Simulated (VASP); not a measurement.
Runs of VASP 6.6.1 on Si2Ge. The structure is that of space group P6/mmm (No. 191), or close to it. The cells are those of the table. 

```csv
cell,k mesh,gap on the mesh (eV),pressure (GPa)
"a = 4.465, b = 4.465, c = 2.801 Å, angles 90.0, 90.0, 120.0°, 3 atoms",5 × 5 × 6,none,(a)
"a = 4.764, b = 4.764, c = 2.501 Å, angles 90.0, 90.0, 119.4°, 3 atoms",5 × 5 × 6,none,0.0
"a = 4.471, b = 4.471, c = 2.786 Å, angles 90.0, 90.0, 120.0°, 3 atoms",5 × 5 × 8,none,-0.1
"a = 2.749, b = 2.749, c = 7.559 Å, angles 90.0, 90.0, 120.0°, 3 atoms",7 × 7 × 3,none,-0.2
"a = 2.748, b = 2.748, c = 7.547 Å, angles 90.0, 90.0, 120.0°, 3 atoms",7 × 7 × 3,none,0.0
```

Alike in all rows: task single point; level PBE; potentials or basis VASP PAW PBE potentials, release 64 (Si, Ge_d); no spin polarisation; cutoff (eV) 500; smearing gaussian 0.2 eV.

Q: Fill in the values left out.

A: (a) 0.3.

Caveats: some runs use coarse meshes.

A k mesh can miss the band edges, and the runs leave out spin-orbit coupling on Ge.

A gap of «none» marks levels without a gap at the run's occupations.
